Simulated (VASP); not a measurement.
# SnO (Romarchite) (P4/nmm) in VASP: notebook

SnO (Romarchite) is run at these levels: PBE; tasks: single point.

All numbers are computed with VASP 6.6.1; they aren't measurements. Logs are shortened: lines on timing, memory, paths and dates and some standing lists are left out, and cuts for length are marked.

### 1 The cell of the first run

Symmetry: P4/nmm, No. 129, tetragonal system. Conventional cell: a = 3.640 Å, b = 3.640 Å, c = 4.639 Å, α = 90.00°, β = 90.00°, γ = 90.00°. Within 2.8 Å of Sn (site symmetry 4mm) lie 4 O at 2.13 Å. O (site symmetry -4m2) has 4 Sn at 2.13 Å and 4 O at 2.57 Å within 2.8 Å.

### 2 Single point, PBE

File INCAR:

```
SYSTEM = SnO
PREC = Accurate ; ENCUT = 520
EDIFF = 1E-7 ; ISMEAR = -1
SIGMA = 0.1 ; LREAL = .False.
LASPH = .True. ; NELM = 100
ALGO = Normal ; ISIF = 2
LWAVE = .False. ; LCHARG = .False.
GGA = PE ; NBANDS = 28
```

File KPOINTS:

```
regular mesh
0
Gamma
  6 6 4
  0 0 0
```

File POSCAR:

```
SnO
1.0
    3.6401374938      0.0000000000      0.0000000000
    0.0000000000      3.6401374938      0.0000000000
    0.0000000000      0.0000000000      4.6388610488
Sn O
2 2
Direct
    0.5000000000      0.0000000000      0.2369000000
    0.0000000000      0.5000000000      0.7631000000
    0.0000000000      0.0000000000      0.0000000000
    0.5000000000      0.5000000000      0.0000000000
```

Potentials or basis: VASP PAW PBE potentials, release 64 (Sn_d, O).

Started as:

```bash
cat potpaw_PBE.64/Sn_d/POTCAR potpaw_PBE.64/O/POTCAR > POTCAR
mpirun -np 1 vasp_std > vasp.out
```

OUTCAR:

```text
SYSTEM = SnO
   PREC = Accurate
   ENCUT = 520
   EDIFF = 1E-7
   ISMEAR = -1
   LREAL = .False.
   LASPH = .True.
   NELM = 100
   ISIF = 2
   GGA = PE

 ion  position               nearest neighbor table
   1  0.500  0.000  0.237-   3 2.13   4 2.13   4 2.13   3 2.13   2 3.38   2 3.38   2 3.38   2 3.38
                             2 3.55   2 3.55   2 3.55   2 3.55
   2  0.000  0.500  0.763-   3 2.13   4 2.13   3 2.13   4 2.13   1 3.38   1 3.38   1 3.38   1 3.38
                             1 3.55   1 3.55   1 3.55   1 3.55
   3  0.000  0.000  0.000-   1 2.13   2 2.13   2 2.13   1 2.13
   4  0.500  0.500  0.000-   1 2.13   2 2.13   1 2.13   2 2.13

  LATTYP: Found a simple tetragonal cell.
 ALAT       =     3.6401374938
 C/A-ratio  =     1.2743642395

  Lattice vectors:

 A1 = (   3.6401374938,   0.0000000000,   0.0000000000)
 A2 = (   0.0000000000,   3.6401374938,   0.0000000000)
 A3 = (   0.0000000000,   0.0000000000,   4.6388610488)

Analysis of symmetry for initial positions (statically):
=====================================================================
 Subroutine PRICEL returns:
 Original cell was already a primitive cell.

 Routine SETGRP: Setting up the symmetry group for a
 simple tetragonal supercell.

 Subroutine GETGRP returns: Found 16 space group operations
 (whereof  8 operations were pure point group operations)
 out of a pool of 16 trial point group operations.

The static configuration has the point symmetry D_2d.
 The point group associated with its full space group is D_4h.

Analysis of symmetry for dynamics (positions and initial velocities):
=====================================================================
 Subroutine PRICEL returns:
 Original cell was already a primitive cell.

 Routine SETGRP: Setting up the symmetry group for a
 simple tetragonal supercell.

 Subroutine GETGRP returns: Found 16 space group operations
 (whereof  8 operations were pure point group operations)
 out of a pool of 16 trial point group operations.

The dynamic configuration has the point symmetry D_2d.
 The point group associated with its full space group is D_4h.

 Subroutine INISYM returns: Found 16 space group operations
 (whereof  8 operations are pure point group operations),
 and found     1 'primitive' translations

----------------------------------------------------------------------------------------

                                     Primitive cell

  volume of cell :      61.4677

  direct lattice vectors                    reciprocal lattice vectors
     3.640137494  0.000000000  0.000000000     0.274714898  0.000000000  0.000000000
     0.000000000  3.640137494  0.000000000     0.000000000  0.274714898  0.000000000
     0.000000000  0.000000000  4.638861049     0.000000000  0.000000000  0.215570156

  length of vectors
     3.640137494  3.640137494  4.638861049     0.274714898  0.274714898  0.215570156

  position of ions in fractional coordinates (direct lattice)
     0.500000000  0.000000000  0.236900000
     0.000000000  0.500000000  0.763100000
     0.000000000  0.000000000  0.000000000
     0.500000000  0.500000000  0.000000000

  ion indices of the primitive-cell ions
   primitive index   ion index
                 1           1
                 2           2
                 3           3
                 4           4

----------------------------------------------------------------------------------------

 KPOINTS: regular mesh

Automatic generation of k-mesh.
 Grid dimensions read from file:
 generate k-points for:    6    6    4

 Generating k-lattice:

  Cartesian coordinates                     Fractional coordinates (reciprocal lattice)
     0.045785816  0.000000000  0.000000000     0.166666667  0.000000000  0.000000000
     0.000000000  0.045785816  0.000000000     0.000000000  0.166666667  0.000000000
     0.000000000  0.000000000  0.053892539     0.000000000  0.000000000  0.250000000

  Length of vectors
     0.045785816  0.045785816  0.053892539

  Shift w.r.t. Gamma in fractional coordinates (k-lattice)
     0.000000000  0.000000000  0.000000000

 Subroutine IBZKPT returns following result:
 ===========================================

 Found     30 irreducible k-points:

 Following reciprocal coordinates:
            Coordinates               Weight
  0.000000  0.000000  0.000000      1.000000
  0.166667  0.000000  0.000000      4.000000
  0.333333  0.000000  0.000000      4.000000
  0.500000  0.000000  0.000000      2.000000
  0.166667  0.166667  0.000000      4.000000
  0.333333  0.166667  0.000000      8.000000
[... 16 lines left out ...]
  0.333333  0.000000  0.500000      4.000000
  0.500000  0.000000  0.500000      2.000000
 [... further k-points ...]
   k-points           NKPTS =     30   k-points in BZ     NKDIM =     30   number of bands    NBANDS=     28
   number of dos      NEDOS =    301   number of ions     NIONS =      4
   total plane-waves  NPLWV =  28224
   dimension x,y,z NGX =    28 NGY =   28 NGZ =   36
   dimension x,y,z NGXF=    56 NGYF=   56 NGZF=   72
   ions per type =               2   2
   NGX,Y,Z   is equivalent  to a cutoff of  12.79, 12.79, 12.90 a.u.
   NGXF,Y,Z  is equivalent  to a cutoff of  25.58, 25.58, 25.80 a.u.
 SYSTEM =  SnO
   PREC   = accura    normal or accurate (medium, high low for compatibility)
   ISTART =      0    job   : 0-new  1-cont  2-samecut
   ICHARG =      2    charge: 1-file 2-atom 10-const
   ISPIN  =      1    spin polarized calculation?
   LNONCOLLINEAR =      F non collinear calculations
   LSORBIT =      F    spin-orbit coupling
   LASPH  =      T    aspherical Exc in radial PAW
   ENCUT  =  520.0 eV  38.22 Ry    6.18 a.u.   6.77  6.77  8.63*2*pi/ulx,y,z
   NELM   =    100;   NELMIN=  2; NELMDL= -5     # of ELM steps
   EDIFF  = 0.1E-06   stopping-criterion for ELM
   LREAL  =      F    real-space projection
   EDIFFG = 0.1E-05   stopping-criterion for IOM
   NSW    =      0    number of steps for IOM
   IBRION =     -1    ionic relax: 0-MD 1-quasi-New 2-CG
   NFREE  =      0    steps in history (QN), initial steepest desc. (CG)
   ISIF   =      2    stress and relaxation
   ISYM   =      2    0-nonsym 1-usesym 2-fastsym
   POTIM  = 0.5000    time-step for ionic-motion
   TEBEG  =    0.0;   TEEND  =   0.0 temperature during run
   PSTRESS=    0.0 pullay stress
   NELECT =      40.0000    total number of electrons
   NUPDOWN=      -1.0000    fix difference up-down
   EMIN   =  10.00;   EMAX   =-10.00  energy-range for DOS
   EFERMI =   0.00;   METHOD = LEGACY
   ISMEAR =    -1;   SIGMA  =   0.10  broadening in eV -4-tet -1-fermi 0-gaus
   EFERMI_NEDOS =   21; number of points for ismear=-14 and -15
   IALGO  =     38    algorithm
   IMIX   =      4    mixing-type and parameters
     AMIX     =   0.40;   BMIX     =  1.00
     AMIX_MAG =   1.60;   BMIX_MAG =  1.00
  volume/ion in A,a.u.               =      15.37       103.70
  Fermi-wavevector in a.u.,A,eV,Ry     =   1.418663  2.680884 27.383142  2.012604
  Thomas-Fermi vector in A             =   2.539765
   LORBIT       =      0    0 simple, 1 ext, 2 COOP (PROOUT), +10 PAW based schemes
   GGA     = PE    functional components
   LHFCALC =     F    Hartree Fock is set to
   AEXX    =    0.0000 exact exchange contribution
   IVDW    =     0    specifies the selected vdW correction
   LEPSILON=     F    determine dielectric tensor
   LRPA    =     F    only Hartree local field effects (RPA)
 non-spin polarized calculation
  energy-cutoff  :      520.00
  volume of cell :       61.47
 maximum number of plane-waves:      1672
 NGX is ok and might be reduce to    28
   NGX = 13   NGY = 13   NGZ = 17

 number of electron      39.9999980 magnetization

 Free energy of the ion-electron system (eV)
  ---------------------------------------------------
  ext. energy  EPLUGINS =         0.00000000
  ---------------------------------------------------
  free energy    TOTEN  =       -21.97991249 eV

  energy without entropy =      -21.97300461  energy(sigma->0) =      -21.97645855

 E-fermi :   9.3638     XC(G=0): -10.9341

 val. band max:        9.3601639646   @ k =   0.0000   0.0000   0.0000
 cond. band min:       9.8496631097   @ k =   0.5000   0.5000   0.2500
 fundamental gap:      0.4894991451
 Fermi energy:         9.3637645257

 k-point     1 :       0.0000    0.0000    0.0000
  band No.  band energies     occupation
      1     -13.6697      2.00000
      2     -12.9700      2.00000
      3     -12.8723      2.00000
      4     -12.8723      2.00000
      5     -12.8556      2.00000
      6     -12.7825      2.00000
[... 20 lines left out ...]
     27      16.0594      0.00000
     28      16.1906      0.00000

 k-point     2 :       0.1667    0.0000    0.0000
  band No.  band energies     occupation
      1     -13.6585      2.00000
      2     -13.1847      2.00000
      3     -12.8616      2.00000
      4     -12.8612      2.00000
      5     -12.8325      2.00000
      6     -12.7672      2.00000
[... 20 lines left out ...]
     27      16.3203      0.00000
     28      18.5336      0.00000

 k-point     3 :       0.3333    0.0000    0.0000
  band No.  band energies     occupation
      1     -13.6277      2.00000
      2     -13.4192      2.00000
      3     -12.8335      2.00000
      4     -12.8326      2.00000
      5     -12.7982      2.00000
      6     -12.7828      2.00000
[... 20 lines left out ...]
     27      16.9512      0.00000
     28      19.7153      0.00000

 k-point     4 :       0.5000    0.0000    0.0000
  band No.  band energies     occupation
      1     -13.5603      2.00000
      2     -13.5603      2.00000
      3     -12.8040      2.00000
      4     -12.8040      2.00000
      5     -12.8026      2.00000
      6     -12.8026      2.00000
[... 578 lines left out ...]
     27      17.9216      0.00000
     28      18.5962      0.00000

 k-point    23 :       0.3333    0.0000    0.5000
  band No.  band energies     occupation
      1     -13.6308      2.00000
      2     -13.4558      2.00000
      3     -12.8525      2.00000
      4     -12.8232      2.00000
      5     -12.8039      2.00000
      6     -12.8027      2.00000
[... 20 lines left out ...]
     27      17.6776      0.00000
     28      19.3917      0.00000

 k-point    24 :       0.5000    0.0000    0.5000
  band No.  band energies     occupation
      1     -13.5847      2.00000
      2     -13.5847      2.00000
      3     -12.8509      2.00000
      4     -12.8509      2.00000
      5     -12.7910      2.00000
      6     -12.7910      2.00000
[... 20 lines left out ...]
     27      18.1859      0.00000
     28      18.1859      0.00000

 [... further k-points ...]

------------------------ aborting loop because EDIFF is reached ----------------------------------------

  FORCE on cell =-STRESS in cart. coord.  units (eV):
  Direction    XX          YY          ZZ          XY          YZ          ZX
  --------------------------------------------------------------------------------------
  -------------------------------------------------------------------------------------
  Total        9.4335348      9.4335348      7.3123330      0.0000000      0.0000000      0.0000000
  in kB      245.8884329    245.8884329    190.5985546      0.0000000      0.0000000      0.0000000
  external PRESSURE =     227.4584735 kB  Pullay stress =       0.0000000 kB

 VOLUME and BASIS-vectors are now :
 -----------------------------------------------------------------------------
  energy-cutoff  :      520.00
  volume of cell :       61.47
      direct lattice vectors                 reciprocal lattice vectors
     3.640137494  0.000000000  0.000000000     0.274714898  0.000000000  0.000000000
     0.000000000  3.640137494  0.000000000     0.000000000  0.274714898  0.000000000
     0.000000000  0.000000000  4.638861049     0.000000000  0.000000000  0.215570156

 POSITION                                       TOTAL-FORCE (eV/Angst)
 -----------------------------------------------------------------------------------
      1.82007      0.00000      1.09895         0.000000      0.000000      2.856287
      0.00000      1.82007      3.53991        -0.000000      0.000000     -2.856287
      0.00000      0.00000      0.00000        -0.000000      0.000000      0.000000
      1.82007      1.82007      0.00000         0.000000     -0.000000      0.000000
 -----------------------------------------------------------------------------------
    total drift:                                0.000000      0.000000      0.000000

  FREE ENERGIE OF THE ION-ELECTRON SYSTEM (eV)
  ---------------------------------------------------
  free  energy   TOTEN  =       -21.9799124881 eV

  energy  without entropy=      -21.9730046139  energy(sigma->0) =      -21.97645855
```

It took 39 s on 1 thread of Intel Xeon Platinum 8488C (Sapphire Rapids), shared host; peak memory 0.19 GiB.

What came out:

```yaml
Free_energy: -21.9799 eV
Pressure: 22.7 GPa
Largest_force: 2.856 eV/Å
Band_gap_on_the_k_mesh: zero (band 20 reaches 9.36 eV, above the bottom of band 21 at 8.92 eV)
```

Forces on the atoms (eV/Å):
```
Sn   0.000  0.000  2.856
Sn   0.000  0.000 -2.856
O    0.000  0.000  0.000
O    0.000  0.000  0.000
```

Levels at points of the mesh, in eV from the Fermi level:
```csv
k point,band 17,band 18,band 19,band 20,band 21,band 22,band 23,band 24
"(0.00, 0.00, 0.00)",-4.60,-4.30,-4.30,0.00,2.31,4.11,4.68,4.68
"(0.50, 0.00, 0.00)",-6.20,-6.20,-3.50,-3.50,3.31,3.31,6.12,6.12
"(0.50, 0.50, 0.00)",-3.55,-3.55,-2.22,-2.22,-0.44,-0.44,4.17,4.17
"(0.00, 0.00, 0.50)",-4.32,-4.32,-3.09,-2.84,1.41,2.65,2.65,3.66
"(0.50, 0.00, 0.50)",-6.16,-6.16,-2.34,-2.34,2.57,2.57,5.53,5.53
"(0.50, 0.50, 0.50)",-3.55,-3.55,-3.17,-3.17,1.93,1.93,4.21,4.21
```

Caveat: spin-orbit coupling is left out, which moves the levels of the heavy elements; forces of over 1 eV/Å act on the atoms, so gaps and moduli don't describe the material at rest.

### 3 Single point, PBE

This run uses another cell than the first one, of 16.76 Å³/atom, 1.091 times its volume.

File INCAR:

```
SYSTEM = SnO
ALGO = Normal
EDIFF = 1E-6
ENCUT = 520
GGA = PE
ISIF = 2
ISMEAR = -1
LASPH = .TRUE.
LCHARG = .FALSE.
LREAL = .FALSE.
LWAVE = .FALSE.
NBANDS = 28
NELM = 60
PREC = Accurate
SIGMA = 0.1
```

File KPOINTS:

```
k-points
0
G
  6 6 4
  0 0 0
```

File POSCAR:

```
SnO
1.0
    3.7472612742      0.0000000000      0.0000000000
    0.0000000000      3.7472612742      0.0000000000
    0.0000000000      0.0000000000      4.7753757638
Sn O
2 2
Direct
    0.5000000000      0.0000000000      0.2369000000
    0.0000000000      0.5000000000      0.7631000000
    0.0000000000      0.0000000000      0.0000000000
    0.5000000000      0.5000000000      0.0000000000
```

Potentials or basis: VASP PAW PBE potentials, release 64 (Sn_d, O).

Started as:

```bash
cat potpaw_PBE.64/Sn_d/POTCAR potpaw_PBE.64/O/POTCAR > POTCAR
mpirun -np 1 vasp_std > vasp.out
```

It took 36 s on 1 thread of Intel Xeon Platinum 8488C (Sapphire Rapids), shared host; peak memory 0.19 GiB.

It converged, with:

```
Free energy            : -22.5342 eV
Pressure               : 9.7 GPa
Largest force          : 1.267 eV/Å
Band gap on the k mesh : zero (band 20 reaches 7.89 eV, above the bottom of band 21 at 7.81 eV)
```

Forces on the atoms (eV/Å):
```
Sn   0.000  0.000  1.267
Sn   0.000  0.000 -1.267
O    0.000  0.000  0.000
O    0.000  0.000  0.000
```

Stress tensor (GPa, compression positive):
```
10.36  0.00  0.00
 0.00 10.36  0.00
 0.00  0.00  8.24
```

Levels at points of the mesh, in eV from the Fermi level:
```
           k point  band 16  band 17  band 18  band 19  band 20  band 21  band 22  band 23  band 24  band 25
(0.00, 0.00, 0.00)    -6.87    -3.93    -3.63    -3.63    -0.04     2.10     4.22     4.66     4.66     5.71
(0.50, 0.00, 0.00)    -5.54    -5.38    -5.38    -3.02    -3.02     3.17     3.17     5.97     5.97     6.00
(0.50, 0.50, 0.00)    -5.69    -2.94    -2.94    -2.04    -2.04    -0.13    -0.13     4.34     4.34     7.34
(0.00, 0.00, 0.50)    -4.00    -3.64    -3.64    -3.08    -2.57     1.55     2.83     2.83     3.64     7.81
(0.50, 0.00, 0.50)    -6.01    -5.34    -5.34    -1.99    -1.99     2.52     2.52     5.43     5.43     6.74
(0.50, 0.50, 0.50)    -6.15    -2.94    -2.94    -2.88    -2.88     2.17     2.17     4.04     4.04     5.60
```

Caveat: spin-orbit coupling is left out, which moves the levels of the heavy elements; forces of over 1 eV/Å act on the atoms, so gaps and moduli don't describe the material at rest.

### 4 Single point, PBE

This run uses another cell than the first one, of 18.16 Å³/atom, 1.182 times its volume.

File INCAR:

```
  PREC = Accurate
  ENCUT = 520
  EDIFF = 1E-6
  ISMEAR = -1
  SIGMA = 0.1
  LREAL = False
  LASPH = True
  NELM = 60
  ALGO = Normal
  ISIF = 2
  LWAVE = False
  LCHARG = False
  GGA = PE
  NBANDS = 28
```

File KPOINTS:

```
Automatic mesh
0
Gamma
  6 6 4
```

File POSCAR:

```
SnO
1.0
    3.8485873114      0.0000000000      0.0000000000
    0.0000000000      3.8485873114      0.0000000000
    0.0000000000      0.0000000000      4.9045020420
Sn O
2 2
Direct
    0.5000000000      0.0000000000      0.2369000000
    0.0000000000      0.5000000000      0.7631000000
    0.0000000000      0.0000000000      0.0000000000
    0.5000000000      0.5000000000      0.0000000000
```

Started as:

```bash
cat potpaw_PBE.64/Sn_d/POTCAR potpaw_PBE.64/O/POTCAR > POTCAR
mpirun -np 1 vasp_std > vasp.out
```

Wall time 47 s (1 thread of Intel Xeon Platinum 8488C (Sapphire Rapids), shared host); peak memory 0.19 GiB.

It converged, with:

| Quantity | Value |
| --- | --- |
| Free energy | -22.7176 eV |
| Pressure | 1.1 GPa |
| Largest force | 0.064 eV/Å |
| Band gap on the k mesh | 0.21 eV, indirect (least direct gap 2.03 eV) |

Forces on the atoms (eV/Å):
```
Sn   0.000  0.000  0.064
Sn   0.000  0.000 -0.064
O    0.000  0.000  0.000
O    0.000  0.000  0.000
```

Stress tensor (GPa, compression positive):
```
1.19 0.00 0.00
0.00 1.19 0.00
0.00 0.00 1.04
```

Levels at points of the mesh, in eV from the valence-band top:
```
           k point  band 18  band 19  band 20  band 21  band 22  band 23
(0.00, 0.00, 0.00)    -2.97    -2.97     0.00     2.03     4.37     4.69
(0.50, 0.00, 0.00)    -4.59    -2.54    -2.54     3.15     3.15     5.86
(0.50, 0.50, 0.00)    -2.33    -1.82    -1.82     0.21     0.21     4.52
(0.00, 0.00, 0.50)    -2.99    -2.99    -2.05     1.73     3.04     3.04
(0.50, 0.00, 0.50)    -4.56    -1.63    -1.63     2.56     2.56     5.41
(0.50, 0.50, 0.50)    -2.56    -2.33    -2.33     2.43     2.43     3.97
```

Caveat: spin-orbit coupling is left out, which moves the levels of the heavy elements. A k mesh can miss the band edges.

(Part 1 of 2 ends here.)
